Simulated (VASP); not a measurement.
# B (I4_1/amd) in VASP: a series of runs

The runs below take B through single point, relaxation of cell and atoms, with PBE.

Program: VASP 6.6.1. These are calculated values, not measurements. Logs are shortened: lines on timing, memory, paths and dates and some standing lists are left out, and cuts for length are marked.

### Step 1. The cell of the first run

The structure is tetragonal, space group I4_1/amd (No. 141). Conventional cell: a = 3.463 Å, b = 3.463 Å, c = 1.536 Å, α = 90.00°, β = 90.00°, γ = 90.00°. B (site symmetry -4m2) has 6 B at 1.54 to 1.77 Å within 2.0 Å.

### Step 2. Single point, PBE

INCAR reads:

```
SYSTEM = B
PREC = Accurate ; ENCUT = 520
EDIFF = 1E-6 ; ISMEAR = -1
SIGMA = 0.08 ; LREAL = .False.
LASPH = .True. ; NELM = 60
ALGO = Normal ; ISIF = 2
LWAVE = .False. ; LCHARG = .False.
GGA = PE ; NBANDS = 10
```

KPOINTS reads:

```
Automatic mesh
0
Gamma
  24 24 24
  0 0 0
```

POSCAR reads:

```
B
1.0
   -1.7315167729      1.7315167729      0.7678618131
    1.7315167729     -1.7315167729      0.7678618131
    1.7315167729      1.7315167729     -0.7678618131
B
2
Direct
   -0.3750000000     -0.1250000000     -0.2500000000
    0.3750000000      0.1250000000      0.2500000000
```

Potentials or basis: VASP PAW PBE potentials, release 64 (B).

Started as:

```bash
cat potpaw_PBE.64/B/POTCAR > POTCAR
mpirun -np 1 vasp_std > vasp.out
```

OUTCAR:

```text
SYSTEM = B
   PREC = Accurate
   ENCUT = 520
   EDIFF = 1E-6
   ISMEAR = -1
   LREAL = .False.
   LASPH = .True.
   NELM = 60
   ISIF = 2
   GGA = PE

 ion  position               nearest neighbor table
   1  0.625  0.875  0.750-   2 1.77   2 1.77   2 1.77   2 1.77   2 2.08   2 2.08   2 2.08   2 2.08

   2  0.375  0.125  0.250-   1 1.77   1 1.77   1 1.77   1 1.77   1 2.08   1 2.08   1 2.08   1 2.08

  LATTYP: Found a body centered tetragonal cell.
 ALAT       =     3.4630335458
 C/A-ratio  =     0.4434619549

  Lattice vectors:

 A1 = (  -1.7315167729,   1.7315167729,   0.7678618131)
 A2 = (   1.7315167729,  -1.7315167729,   0.7678618131)
 A3 = (   1.7315167729,   1.7315167729,  -0.7678618131)

Analysis of symmetry for initial positions (statically):
=====================================================================
 Subroutine PRICEL returns:
 Original cell was already a primitive cell.

 Routine SETGRP: Setting up the symmetry group for a
 body centered tetragonal supercell.

 Subroutine GETGRP returns: Found 16 space group operations
 (whereof  4 operations were pure point group operations)
 out of a pool of 16 trial point group operations.

The static configuration has the point symmetry C_2h.
 The point group associated with its full space group is D_4h.

Analysis of symmetry for dynamics (positions and initial velocities):
=====================================================================
 Subroutine PRICEL returns:
 Original cell was already a primitive cell.

 Routine SETGRP: Setting up the symmetry group for a
 body centered tetragonal supercell.

 Subroutine GETGRP returns: Found 16 space group operations
 (whereof  4 operations were pure point group operations)
 out of a pool of 16 trial point group operations.

The dynamic configuration has the point symmetry C_2h.
 The point group associated with its full space group is D_4h.

 Subroutine INISYM returns: Found 16 space group operations
 (whereof  4 operations are pure point group operations),
 and found     1 'primitive' translations

----------------------------------------------------------------------------------------

                                     Primitive cell

  volume of cell :       9.2087

  direct lattice vectors                    reciprocal lattice vectors
    -1.731516773  1.731516773  0.767861813     0.000000000  0.288764168  0.651158830
     1.731516773 -1.731516773  0.767861813     0.288764168  0.000000000  0.651158830
     1.731516773  1.731516773 -0.767861813     0.288764168  0.288764168  0.000000000

  length of vectors
     2.566303262  2.566303262  2.566303262     0.712314935  0.712314935  0.408374202

  position of ions in fractional coordinates (direct lattice)
     0.625000000  0.875000000  0.750000000
     0.375000000  0.125000000  0.250000000

  ion indices of the primitive-cell ions
   primitive index   ion index
                 1           1
                 2           2

----------------------------------------------------------------------------------------

 KPOINTS: Automatic mesh

Automatic generation of k-mesh.
 Grid dimensions read from file:
 generate k-points for:   24   24   24

 Generating k-lattice:

  Cartesian coordinates                     Fractional coordinates (reciprocal lattice)
     0.000000000  0.012031840  0.027131618     0.041666667 -0.000000000  0.000000000
     0.012031840  0.000000000  0.027131618    -0.000000000  0.041666667  0.000000000
     0.012031840  0.012031840  0.000000000     0.000000000  0.000000000  0.041666667

  Length of vectors
     0.029679789  0.029679789  0.017015592

  Shift w.r.t. Gamma in fractional coordinates (k-lattice)
     0.000000000  0.000000000  0.000000000

 Subroutine IBZKPT returns following result:
 ===========================================

 Found   1063 irreducible k-points:

 Following reciprocal coordinates:
            Coordinates               Weight
  0.000000  0.000000  0.000000      1.000000
  0.041667 -0.000000  0.000000      8.000000
  0.083333 -0.000000  0.000000      8.000000
  0.125000 -0.000000  0.000000      8.000000
  0.166667  0.000000  0.000000      8.000000
  0.208333 -0.000000  0.000000      8.000000
[... 16 lines left out ...]
  0.416667  0.041667 -0.000000     16.000000
  0.458333  0.041667  0.000000     16.000000
 [... further k-points ...]
   k-points           NKPTS =   1063   k-points in BZ     NKDIM =   1063   number of bands    NBANDS=     10
   number of dos      NEDOS =    301   number of ions     NIONS =      2
   total plane-waves  NPLWV =   8000
   dimension x,y,z NGX =    20 NGY =   20 NGZ =   20
   dimension x,y,z NGXF=    40 NGYF=   40 NGZF=   40
   ions per type =               2
   NGX,Y,Z   is equivalent  to a cutoff of  12.96, 12.96, 12.96 a.u.
   NGXF,Y,Z  is equivalent  to a cutoff of  25.91, 25.91, 25.91 a.u.
 SYSTEM =  B
   PREC   = accura    normal or accurate (medium, high low for compatibility)
[... 63 lines left out ...]
  band No.  band energies     occupation
      1      -8.4699      2.00000
      2       7.1994      2.00000
      3       7.1994      2.00000
      4      17.0801      0.00000
      5      18.3072      0.00000
      6      26.2246      0.00000
      7      26.2246      0.00000
      8      37.2567      0.00000
      9      40.9279      0.00000
     10      41.0486      0.00000

 k-point     2 :       0.0417   -0.0000    0.0000
  band No.  band energies     occupation
      1      -8.3722      2.00000
      2       7.2269      2.00000
      3       7.2732      2.00000
      4      17.0602      0.00000
      5      18.5353      0.00000
      6      26.0970      0.00000
      7      26.3206      0.00000
      8      37.5351      0.00000
      9      39.1941      0.00000
     10      40.7850      0.00000

 k-point     3 :       0.0833   -0.0000    0.0000
  band No.  band energies     occupation
      1      -8.0791      2.00000
      2       7.3195      2.00000
      3       7.4870      2.00000
      4      17.0079      0.00000
      5      19.2086      0.00000
      6      25.7477      0.00000
      7      26.6033      0.00000
      8      36.5668      0.00000
      9      38.3122      0.00000
     10      40.0948      0.00000

 k-point     4 :       0.1250   -0.0000    0.0000
  band No.  band energies     occupation
      1      -7.5916      2.00000
      2       7.5018      2.00000
      3       7.8176      2.00000
      4      16.9448      0.00000
      5      20.2993      0.00000
      6      25.2425      0.00000
      7      27.0554      0.00000
      8      33.9504      0.00000
      9      38.5432      0.00000
     10      39.9603      0.00000

 k-point     5 :       0.1667    0.0000    0.0000
  band No.  band energies     occupation
      1      -6.9112      2.00000
      2       7.8039      2.00000
      3       8.2240      2.00000
      4      16.9025      0.00000
      5      21.7702      0.00000
      6      24.6216      0.00000
      7      27.6371      0.00000
      8      31.4318      0.00000
      9      37.3617      0.00000
     10      41.1375      0.00000

 k-point     6 :       0.2083   -0.0000    0.0000
  band No.  band energies     occupation
      1      -6.0407      2.00000
      2       8.2531      2.00000
      3       8.6470      2.00000
      4      16.9104      0.00000
      5      23.5781      0.00000
      6      23.8614      0.00000
      7      28.2643      0.00000
      8      29.1134      0.00000
      9      35.9961      0.00000
     10      41.4742      0.00000
[... 183 lines left out ...]
 k-point    21 :       0.3333    0.0417    0.0000
  band No.  band energies     occupation
      1      -1.0984      2.00000
      2       9.3277      2.00000
      3      12.3425      1.93678
      4      15.6224      0.00000
      5      19.5686      0.00000
      6      24.9109      0.00000
      7      25.5874      0.00000
      8      32.2310      0.00000
      9      33.0363      0.00000
     10      34.9693      0.00000

 k-point    22 :       0.3750    0.0417    0.0000
  band No.  band energies     occupation
      1       0.4707      2.00000
      2       8.8022      2.00000
      3      13.3613      0.00018
      4      14.4876      0.00000
      5      19.1641      0.00000
      6      23.0135      0.00000
      7      26.1515      0.00000
      8      31.4699      0.00000
      9      34.3693      0.00000
     10      36.0907      0.00000

 k-point    23 :       0.4167    0.0417   -0.0000
  band No.  band energies     occupation
      1       1.9574      2.00000
      2       7.9177      2.00000
      3      13.4847      0.00004
      4      14.3016      0.00000
      5      19.0012      0.00000
      6      21.4986      0.00000
      7      27.1665      0.00000
      8      30.4345      0.00000
      9      34.5936      0.00000
     10      38.2000      0.00000

 k-point    24 :       0.4583    0.0417    0.0000
  band No.  band energies     occupation
      1       2.8746      2.00000
      2       7.1718      2.00000
      3      13.0857      0.00565
      4      14.4916      0.00000
      5      18.9207      0.00000
      6      21.0164      0.00000
      7      28.1886      0.00000
      8      29.5070      0.00000
      9      34.9235      0.00000
     10      39.0594      0.00000

 [... further k-points ...]
[... 5 lines left out ...]
  --------------------------------------------------------------------------------------
  -------------------------------------------------------------------------------------
  Total        9.2131621      9.2131621      9.2099019      0.0000000     -0.0000000      0.0000000
  in kB     1602.9605188   1602.9605188   1602.3932989      0.0000000     -0.0000000      0.0000000
  external PRESSURE =    1602.7714455 kB  Pullay stress =       0.0000000 kB

 VOLUME and BASIS-vectors are now :
 -----------------------------------------------------------------------------
  energy-cutoff  :      520.00
  volume of cell :        9.21
      direct lattice vectors                 reciprocal lattice vectors
    -1.731516773  1.731516773  0.767861813     0.000000000  0.288764168  0.651158830
     1.731516773 -1.731516773  0.767861813     0.288764168  0.000000000  0.651158830
     1.731516773  1.731516773 -0.767861813     0.288764168  0.288764168  0.000000000

 POSITION                                       TOTAL-FORCE (eV/Angst)
 -----------------------------------------------------------------------------------
      1.73152      0.86576      0.57590         0.000000      0.000000     -0.000000
      0.00000      0.86576      0.19197        -0.000000     -0.000000      0.000000
 -----------------------------------------------------------------------------------
    total drift:                               -0.000000      0.000000      0.000000

  FREE ENERGIE OF THE ION-ELECTRON SYSTEM (eV)
  ---------------------------------------------------
  free  energy   TOTEN  =        -9.5718230761 eV

  energy  without entropy=       -9.5632586609  energy(sigma->0) =       -9.56754087
```

Wall time 65 s (1 thread of Intel Xeon Platinum 8259CL at 2.50GHz (Skylake/Cascade Lake), shared host); peak memory 0.19 GiB.

What came out:

| Property | Result |
| --- | --- |
| Free energy | -9.5718 eV |
| Pressure | 160.3 GPa |
| Band gap on the k mesh | zero (band 3 reaches 16.40 eV, above the bottom of band 4 at 3.52 eV) |

Levels at points of the mesh, in eV from the Fermi level:
```tsv
k point	band 1	band 2	band 3	band 4	band 5	band 6	band 7	band 8
(0.00, 0.00, 0.00)	-21.09	-5.42	-5.42	4.46	5.69	13.61	13.61	24.64
(0.50, 0.00, 0.00)	-9.74	-5.47	0.50	1.93	6.28	8.26	15.72	16.88
(0.50, 0.50, 0.00)	-16.31	-16.31	0.45	0.45	7.95	7.95	26.82	26.82
(0.50, 0.50, 0.50)	-13.20	-13.20	-9.09	-9.09	18.61	18.61	26.56	26.56
```

### Step 3. Single point, PBE

INCAR reads:

```
SYSTEM = B
PREC = Accurate ; ENCUT = 520
EDIFF = 1E-7 ; ISMEAR = -1
SIGMA = 0.08 ; LREAL = .False.
LASPH = .True. ; NELM = 100
ALGO = Normal ; ISIF = 2
LWAVE = .False. ; LCHARG = .False.
GGA = PE ; NBANDS = 10
```

KPOINTS is that of step 2.

POSCAR reads:

```
B
1.0
   -1.7318298700      1.7318298700      0.7674626956
    1.7318298700     -1.7318298700      0.7674626956
    1.7318298700      1.7318298700     -0.7674626956
B
2
Direct
   -0.3750000000     -0.1250000000     -0.2500000000
    0.3750000000      0.1250000000      0.2500000000
```

Potentials or basis: VASP PAW PBE potentials, release 64 (B).

Started as:

```bash
cat potpaw_PBE.64/B/POTCAR > POTCAR
mpirun -np 1 vasp_std > vasp.out
```

It took 71 s on 1 thread of Intel Xeon Platinum 8259CL at 2.50GHz (Skylake/Cascade Lake), shared host; peak memory 0.19 GiB.

It converged, with:

* Free energy: -9.5703 eV
* Pressure: 160.5 GPa
* Band gap on the k mesh: zero (band 3 reaches 16.40 eV, above the bottom of band 4 at 3.52 eV)

Stress tensor (GPa, compression positive):
```
160.28   0.00   0.00
  0.00 160.28   0.00
  0.00   0.00 160.84
```

Levels at points of the mesh, in eV from the Fermi level:
| k point | band 1 | band 2 | band 3 | band 4 | band 5 | band 6 | band 7 |
| --- | --- | --- | --- | --- | --- | --- | --- |
| (0.00, 0.00, 0.00) | -21.09 | -5.43 | -5.43 | 4.45 | 5.68 | 13.59 | 13.59 |
| (0.50, 0.00, 0.00) | -9.74 | -5.47 | 0.51 | 1.94 | 6.29 | 8.26 | 15.72 |
| (0.50, 0.50, 0.00) | -16.32 | -16.32 | 0.44 | 0.44 | 7.94 | 7.94 | 26.80 |
| (0.50, 0.50, 0.50) | -13.20 | -13.20 | -9.10 | -9.10 | 18.59 | 18.59 | 26.60 |

### Step 4. Relaxation of cell and atoms, PBE, target pressure 160 GPa, at which the enthalpy is minimised

This run uses another cell than the first one, of 4.29 Å³/atom, 0.932 times its volume.

INCAR reads:

```
ALGO     = Normal         # electronic algorithm
EDIFF    = 1E-7           # SCF threshold, eV
EDIFFG   = -0.005         # ionic threshold
ENCUT    = 600            # plane-wave cutoff, eV
GGA      = PE             # functional
IBRION   = 2              # ionic algorithm
ISIF     = 3              # what is computed and relaxed
ISMEAR   = -1             # smearing method
LASPH    = T              # aspherical terms in the spheres
LCHARG   = F              # write CHGCAR
LREAL    = F              # projectors in reciprocal space
LWAVE    = F              # write WAVECAR
NELM     = 80             # most SCF steps
NSW      = 60             # ionic steps
PREC     = Accurate       # precision mode
PSTRESS  = 1600.0       
SIGMA    = 0.08           # smearing width, eV
```

KPOINTS reads:

```
k-points
0
Gamma
  24 24 24
```

POSCAR reads:

```
B
1.0
   -1.5743427681      1.5743427681      0.8658885224
    1.5743427681     -1.5743427681      0.8658885224
    1.5743427681      1.5743427681     -0.8658885224
B
2
Direct
   -0.3750000000     -0.1250000000     -0.2500000000
    0.3750000000      0.1250000000      0.2500000000
```

Started as:

```bash
cat potpaw_PBE.64/B/POTCAR > POTCAR
mpirun -np 1 vasp_std > vasp.out
```

Wall time 5.6 min (1 thread of Intel Xeon Platinum 8259CL at 2.50GHz (Skylake/Cascade Lake), shared host); peak memory 0.18 GiB.

The run converged. Its results:

```
Free energy                                            : -9.5758 eV
Relaxed volume                                         : 4.61 Å³/atom
Relaxed cell                                           : a = 2.566 Å, b = 2.566 Å, c = 2.566 Å, α = 95.14°, β = 95.14°, γ = 145.18°
Space group after relaxing (to 0.05 Å)                 : I4_1/amd (No. 141)
Energy change on relaxing (the enthalpy is what falls) : -617.1 meV/atom
Ionic steps                                            : 11
Pressure after relaxing                                : 160.1 GPa
Band gap on the k mesh                                 : zero (band 3 reaches 16.40 eV, above the bottom of band 4 at 3.52 eV)
```

The path:
| step | energy change (eV) | largest force (eV/Å) | pressure (GPa) | volume (Å³) |
| --- | --- | --- | --- | --- |
| 1 | 0.0000 | 0.0000 | 214.58 | 8.58 |
| 2 | -2.0528 | 0.0000 | 79.81 | 10.46 |
| 3 | -1.3988 | 0.0000 | 123.95 | 9.66 |
| 4 | -1.1882 | 0.0000 | 168.79 | 9.20 |
| 5 | -1.3355 | 0.0000 | 152.96 | 9.31 |
| 6 | -1.3433 | 0.0000 | 152.02 | 9.32 |
| 7 | -1.0965 | 0.0000 | 169.64 | 9.08 |
| 8 | -1.2420 | 0.0000 | 159.27 | 9.22 |
| 9 | -1.2399 | 0.0000 | 159.41 | 9.22 |
| 10 | -1.2327 | 0.0000 | 160.28 | 9.21 |
| 11 | -1.2342 | 0.0000 | 160.10 | 9.21 |

Final structure:
```
B
1.0
    -1.73163    1.73163    0.76792
     1.73163   -1.73163    0.76792
     1.73163    1.73163   -0.76792
B
2
Direct
  0.62500 0.87500 0.75000
  0.37500 0.12500 0.25000
```

Levels at points of the mesh, in eV from the Fermi level:
| k point | band 1 | band 2 | band 3 | band 4 | band 5 | band 6 | band 7 |
| --- | --- | --- | --- | --- | --- | --- | --- |
| (0.00, 0.00, 0.00) | -21.08 | -5.41 | -5.41 | 4.46 | 5.69 | 13.61 | 13.61 |
| (0.50, 0.00, 0.00) | -9.74 | -5.46 | 0.50 | 1.93 | 6.28 | 8.26 | 15.72 |
| (0.50, 0.50, 0.00) | -16.31 | -16.31 | 0.45 | 0.45 | 7.95 | 7.95 | 26.82 |
| (0.50, 0.50, 0.50) | -13.19 | -13.19 | -9.09 | -9.09 | 18.61 | 18.61 | 26.56 |

Caveat: the cell is relaxed towards a set pressure, so the enthalpy falls and the energy may rise.

### Step 5. Relaxation of cell and atoms, PBE, target pressure 160 GPa, at which the enthalpy is minimised

INCAR reads:

```
ALGO = Normal
EDIFF = 1E-6
EDIFFG = -0.005
ENCUT = 600
GGA = PE
IBRION = 2
ISIF = 3
ISMEAR = -1
LASPH = T
LCHARG = F
LREAL = F
LWAVE = F
NELM = 80
NSW = 32
PREC = Accurate
PSTRESS = 1600.0
SIGMA = 0.08
```

KPOINTS is that of step 4.

POSCAR reads:

```
B
1.0
   -1.7315167729      1.7315167729      0.7678618131
    1.7315167729     -1.7315167729      0.7678618131
    1.7315167729      1.7315167729     -0.7678618131
B
2
Direct
   -0.3750000000     -0.1250000000     -0.2500000000
    0.3750000000      0.1250000000      0.2500000000
```

Started as:

```bash
cat potpaw_PBE.64/B/POTCAR > POTCAR
mpirun -np 1 vasp_std > vasp.out
```

Wall time 88 s (1 thread of Intel Xeon Platinum 8259CL at 2.50GHz (Skylake/Cascade Lake), shared host); peak memory 0.19 GiB.

The run converged. Its results:

* Free energy: -9.5781 eV
* Relaxed volume: 4.61 Å³/atom
* Relaxed cell: a = 2.567 Å, b = 2.567 Å, c = 2.567 Å, α = 95.14°, β = 95.14°, γ = 145.18°
* Space group after relaxing (to 0.05 Å): I4_1/amd (No. 141)
* Energy change on relaxing (the enthalpy is what falls): -1.1 meV/atom
* Ionic steps: 3
* Pressure after relaxing: 160.0 GPa
* Band gap on the k mesh: zero (band 3 reaches 16.40 eV, above the bottom of band 4 at 3.52 eV)

The path:
| step | energy change (eV) | largest force (eV/Å) | pressure (GPa) | volume (Å³) |
| --- | --- | --- | --- | --- |
| 1 | 0.0000 | 0.0000 | 160.16 | 9.21 |
| 2 | -0.0061 | 0.0000 | 159.70 | 9.21 |
| 3 | -0.0022 | 0.0000 | 159.98 | 9.21 |

Final structure:
```
B
1.0
    -1.73167    1.73167    0.76791
     1.73167   -1.73167    0.76791
     1.73167    1.73167   -0.76791
B
2
Direct
  0.62500 0.87500 0.75000
  0.37500 0.12500 0.25000
```

Levels at points of the mesh, in eV from the Fermi level:
```csv
k point,band 1,band 2,band 3,band 4,band 5,band 6,band 7
"(0.00, 0.00, 0.00)",-21.08,-5.42,-5.42,4.46,5.69,13.60,13.60
"(0.50, 0.00, 0.00)",-9.74,-5.46,0.50,1.93,6.28,8.26,15.72
"(0.50, 0.50, 0.00)",-16.31,-16.31,0.45,0.45,7.95,7.95,26.82
"(0.50, 0.50, 0.50)",-13.19,-13.19,-9.09,-9.09,18.61,18.61,26.56
```

Caveat: the cell is relaxed towards a set pressure, so the enthalpy falls and the energy may rise.

### Step 6. Overview

| task | cell | cutoff (eV) | gap on the mesh (eV) | pressure (GPa) |
| --- | --- | --- | --- | --- |
| single point | a = 2.566 Å, angles 95.1, 95.1, 145.2°, 2 atoms | 520 | none | 160.3 |
| single point | a = 2.567 Å, angles 95.1, 95.1, 145.2°, 2 atoms | 520 | none | 160.5 |
| relaxation of cell and atoms | relaxed to 160 GPa from a = 2.389 Å, angles 97.5, 97.5, 137.5°, 2 atoms | 600 | none | 160.1 |
| relaxation of cell and atoms | relaxed to 160 GPa from a = 2.566 Å, angles 95.1, 95.1, 145.2°, 2 atoms | 600 | none | 160.0 |

Alike in all rows: level PBE; potentials or basis VASP PAW PBE potentials, release 64 (B); no spin polarisation; k mesh 24 × 24 × 24; smearing fermi-dirac 0.08 eV.

Caveats: the cell is relaxed towards a set pressure, so the enthalpy falls and the energy may rise (some runs).

Total energies depend on the potentials used, so only differences within one code and one set of settings carry meaning.
